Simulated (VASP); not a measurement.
# CsI (Pm-3m) in VASP: further runs, part 2 of 2

VASP 6.6.1. Earlier steps stand in the parts before.

## 3. Single point, PBE

This run uses another cell than the first one, of 43.81 Å³/atom.

INCAR reads:

```
PREC     = Accurate       # precision mode
ENCUT    = 500            # plane-wave cutoff, eV
EDIFF    = 1E-6           # SCF threshold, eV
ISMEAR   = 0              # smearing method
SIGMA    = 0.01           # smearing width, eV
LREAL    = F              # projectors in reciprocal space
LASPH    = T              # aspherical terms in the spheres
NELM     = 120            # most SCF steps
ALGO     = Normal         # electronic algorithm
ISIF     = 2              # what is computed and relaxed
LWAVE    = F              # write WAVECAR
LCHARG   = F              # write CHGCAR
GGA      = PE             # functional
NBANDS   = 15             # bands
GGA_COMPAT= F
```

KPOINTS reads:

```
Automatic mesh
0
Gamma
  5 5 5
```

POSCAR reads:

```
CsI
1.0
    4.4415213927      0.0000000000      0.0000000000
    0.0000000000      4.4415213927      0.0000000000
    0.0000000000      0.0000000000      4.4415213927
Cs I
1 1
Direct
    0.0000000000      0.0000000000      0.0000000000
    0.5000000000      0.5000000000      0.5000000000
```

Potentials or basis: VASP PAW PBE potentials, release 64 (Cs_sv, I).

Started as:

```bash
$ cat potpaw_PBE.64/Cs_sv/POTCAR potpaw_PBE.64/I/POTCAR > POTCAR
$ mpirun -np 1 vasp_std > vasp.out
```

OUTCAR:

```text
PREC = Accurate
   ENCUT = 500
   EDIFF = 1E-6
   ISMEAR = 0
   LREAL = F
   LASPH = T
   NELM = 120
   ISIF = 2
   GGA = PE

 ion  position               nearest neighbor table
   1  0.000  0.000  0.000-
   2  0.500  0.500  0.500-

  LATTYP: Found a simple cubic cell.
 ALAT       =     4.4415213927

  Lattice vectors:

 A1 = (   4.4415213927,   0.0000000000,   0.0000000000)
 A2 = (   0.0000000000,   4.4415213927,   0.0000000000)
 A3 = (   0.0000000000,   0.0000000000,   4.4415213927)

Analysis of symmetry for initial positions (statically):
=====================================================================
 Subroutine PRICEL returns:
 Original cell was already a primitive cell.

 Routine SETGRP: Setting up the symmetry group for a
 simple cubic supercell.

 Subroutine GETGRP returns: Found 48 space group operations
 (whereof 48 operations were pure point group operations)
 out of a pool of 48 trial point group operations.

The static configuration has the point symmetry O_h .

Analysis of symmetry for dynamics (positions and initial velocities):
=====================================================================
 Subroutine PRICEL returns:
 Original cell was already a primitive cell.

 Routine SETGRP: Setting up the symmetry group for a
 simple cubic supercell.

 Subroutine GETGRP returns: Found 48 space group operations
 (whereof 48 operations were pure point group operations)
 out of a pool of 48 trial point group operations.

The dynamic configuration has the point symmetry O_h .

 Subroutine INISYM returns: Found 48 space group operations
 (whereof 48 operations are pure point group operations),
 and found     1 'primitive' translations

----------------------------------------------------------------------------------------

                                     Primitive cell

  volume of cell :      87.6184

  direct lattice vectors                    reciprocal lattice vectors
     4.441521393  0.000000000  0.000000000     0.225148077  0.000000000  0.000000000
     0.000000000  4.441521393  0.000000000     0.000000000  0.225148077  0.000000000
     0.000000000  0.000000000  4.441521393     0.000000000  0.000000000  0.225148077

  length of vectors
     4.441521393  4.441521393  4.441521393     0.225148077  0.225148077  0.225148077

  position of ions in fractional coordinates (direct lattice)
     0.000000000  0.000000000  0.000000000
     0.500000000  0.500000000  0.500000000

  ion indices of the primitive-cell ions
   primitive index   ion index
                 1           1
                 2           2

----------------------------------------------------------------------------------------

 KPOINTS: Automatic mesh

Automatic generation of k-mesh.
 Grid dimensions read from file:
 generate k-points for:    5    5    5

 Generating k-lattice:

  Cartesian coordinates                     Fractional coordinates (reciprocal lattice)
     0.045029615  0.000000000  0.000000000     0.200000000  0.000000000  0.000000000
     0.000000000  0.045029615  0.000000000     0.000000000  0.200000000  0.000000000
     0.000000000  0.000000000  0.045029615     0.000000000  0.000000000  0.200000000

  Length of vectors
     0.045029615  0.045029615  0.045029615

  Shift w.r.t. Gamma in fractional coordinates (k-lattice)
     0.000000000  0.000000000  0.000000000

 Subroutine IBZKPT returns following result:
 ===========================================

 Found     10 irreducible k-points:

 Following reciprocal coordinates:
            Coordinates               Weight
  0.000000  0.000000  0.000000      1.000000
  0.200000  0.000000  0.000000      6.000000
  0.400000  0.000000  0.000000      6.000000
  0.200000  0.200000  0.000000     12.000000
  0.400000  0.200000  0.000000     24.000000
  0.400000  0.400000  0.000000     12.000000
  0.200000  0.200000  0.200000      8.000000
  0.400000  0.200000  0.200000     24.000000
  0.400000  0.400000  0.200000     24.000000
  0.400000  0.400000  0.400000      8.000000
   k-points           NKPTS =     10   k-points in BZ     NKDIM =     10   number of bands    NBANDS=     15
   number of dos      NEDOS =    301   number of ions     NIONS =      2
   total plane-waves  NPLWV =  32768
   dimension x,y,z NGX =    32 NGY =   32 NGZ =   32
   dimension x,y,z NGXF=    64 NGYF=   64 NGZF=   64
   ions per type =               1   1
   NGX,Y,Z   is equivalent  to a cutoff of  11.98, 11.98, 11.98 a.u.
   NGXF,Y,Z  is equivalent  to a cutoff of  23.96, 23.96, 23.96 a.u.
 SYSTEM =  unknown system
   PREC   = accura    normal or accurate (medium, high low for compatibility)
   ISTART =      0    job   : 0-new  1-cont  2-samecut
   ICHARG =      2    charge: 1-file 2-atom 10-const
   ISPIN  =      1    spin polarized calculation?
   LNONCOLLINEAR =      F non collinear calculations
   LSORBIT =      F    spin-orbit coupling
   LASPH  =      T    aspherical Exc in radial PAW
   ENCUT  =  500.0 eV  36.75 Ry    6.06 a.u.   8.10  8.10  8.10*2*pi/ulx,y,z
   NELM   =    120;   NELMIN=  2; NELMDL= -5     # of ELM steps
   EDIFF  = 0.1E-05   stopping-criterion for ELM
   LREAL  =      F    real-space projection
   EDIFFG = 0.1E-04   stopping-criterion for IOM
   NSW    =      0    number of steps for IOM
   IBRION =     -1    ionic relax: 0-MD 1-quasi-New 2-CG
   NFREE  =      0    steps in history (QN), initial steepest desc. (CG)
   ISIF   =      2    stress and relaxation
   ISYM   =      2    0-nonsym 1-usesym 2-fastsym
   POTIM  = 0.5000    time-step for ionic-motion
   TEBEG  =    0.0;   TEEND  =   0.0 temperature during run
   PSTRESS=    0.0 pullay stress
   NELECT =      16.0000    total number of electrons
   NUPDOWN=      -1.0000    fix difference up-down
   EMIN   =  10.00;   EMAX   =-10.00  energy-range for DOS
   EFERMI =   0.00;   METHOD = LEGACY
   ISMEAR =     0;   SIGMA  =   0.01  broadening in eV -4-tet -1-fermi 0-gaus
   EFERMI_NEDOS =   21; number of points for ismear=-14 and -15
   IALGO  =     38    algorithm
   IMIX   =      4    mixing-type and parameters
     AMIX     =   0.40;   BMIX     =  1.00
     AMIX_MAG =   1.60;   BMIX_MAG =  1.00
  volume/ion in A,a.u.               =      43.81       295.64
  Fermi-wavevector in a.u.,A,eV,Ry     =   0.928788  1.755154 11.737016  0.862646
  Thomas-Fermi vector in A             =   2.055001
   LORBIT       =      0    0 simple, 1 ext, 2 COOP (PROOUT), +10 PAW based schemes
   GGA     = PE    functional components
   LHFCALC =     F    Hartree Fock is set to
   AEXX    =    0.0000 exact exchange contribution
   IVDW    =     0    specifies the selected vdW correction
   LEPSILON=     F    determine dielectric tensor
   LRPA    =     F    only Hartree local field effects (RPA)
 non-spin polarized calculation
 Gauss-broadening in eV      SIGMA  =   0.01
  energy-cutoff  :      500.00
  volume of cell :       87.62
 maximum number of plane-waves:      2257
   NGX = 17   NGY = 17   NGZ = 17

 number of electron      15.9999992 magnetization

 Free energy of the ion-electron system (eV)
  ---------------------------------------------------
  ext. energy  EPLUGINS =         0.00000000
  ---------------------------------------------------
  free energy    TOTEN  =        -5.35815405 eV

  energy without entropy =       -5.35815405  energy(sigma->0) =       -5.35815405

 E-fermi :   1.4216     XC(G=0):  -8.1311

 val. band max:        1.2817750722   @ k =   0.4000   0.4000   0.0000
 cond. band min:       5.3751391491   @ k =   0.0000   0.0000   0.0000
 fundamental gap:      4.0933640769
 Fermi energy:         1.4216184136

 k-point     1 :       0.0000    0.0000    0.0000
  band No.  band energies     occupation
      1     -18.9632      2.00000
      2      -9.4579      2.00000
      3      -5.6512      2.00000
      4      -5.6512      2.00000
      5      -5.6512      2.00000
      6       1.2673      2.00000
      7       1.2673      2.00000
      8       1.2673      2.00000
      9       5.3751      0.00000
     10       5.3751      0.00000
     11       5.5111      0.00000
     12       9.2723      0.00000
     13       9.2723      0.00000
     14       9.2723      0.00000
[... 149 lines left out ...]
      2      -9.1590      2.00000
      3      -5.9610      2.00000
      4      -5.9444      2.00000
      5      -5.9444      2.00000
      6      -0.0450      2.00000
      7      -0.0450      2.00000
      8       0.1296      2.00000
      9       7.5933      0.00000
     10       8.2742      0.00000
     11       8.2742      0.00000
     12       9.5360      0.00000
     13       9.6287      0.00000
     14       9.6287      0.00000
     15      11.8393      0.00000

------------------------ aborting loop because EDIFF is reached ----------------------------------------

  FORCE on cell =-STRESS in cart. coord.  units (eV):
  Direction    XX          YY          ZZ          XY          YZ          ZX
  --------------------------------------------------------------------------------------
  -------------------------------------------------------------------------------------
  Total        1.2034079      1.2034079      1.2034079      0.0000000     -0.0000000      0.0000000
  in kB       22.0053443     22.0053443     22.0053443      0.0000000     -0.0000000      0.0000000
  external PRESSURE =      22.0053443 kB  Pullay stress =       0.0000000 kB

 VOLUME and BASIS-vectors are now :
 -----------------------------------------------------------------------------
  energy-cutoff  :      500.00
  volume of cell :       87.62
      direct lattice vectors                 reciprocal lattice vectors
     4.441521393  0.000000000  0.000000000     0.225148077  0.000000000  0.000000000
     0.000000000  4.441521393  0.000000000     0.000000000  0.225148077  0.000000000
     0.000000000  0.000000000  4.441521393     0.000000000  0.000000000  0.225148077

 POSITION                                       TOTAL-FORCE (eV/Angst)
 -----------------------------------------------------------------------------------
      0.00000      0.00000      0.00000         0.000000      0.000000      0.000000
      2.22076      2.22076      2.22076         0.000000      0.000000      0.000000
 -----------------------------------------------------------------------------------
    total drift:                                0.000000      0.000000     -0.000000

  FREE ENERGIE OF THE ION-ELECTRON SYSTEM (eV)
  ---------------------------------------------------
  free  energy   TOTEN  =        -5.3581540470 eV

  energy  without entropy=       -5.3581540470  energy(sigma->0) =       -5.35815405
```

Wall time 9.1 s (1 thread of Intel Xeon Platinum 8259CL at 2.50GHz (Skylake/Cascade Lake), shared host); peak memory 0.17 GiB.

What came out:

```
Free energy            : -5.3582 eV
Pressure               : 2.2 GPa
Band gap on the k mesh : 4.09 eV (least direct gap 4.11 eV)
```

Caveat: spin-orbit coupling is left out, which moves the levels of the heavy elements; an odd mesh through Γ misses points on the zone boundary, where band edges can lie.
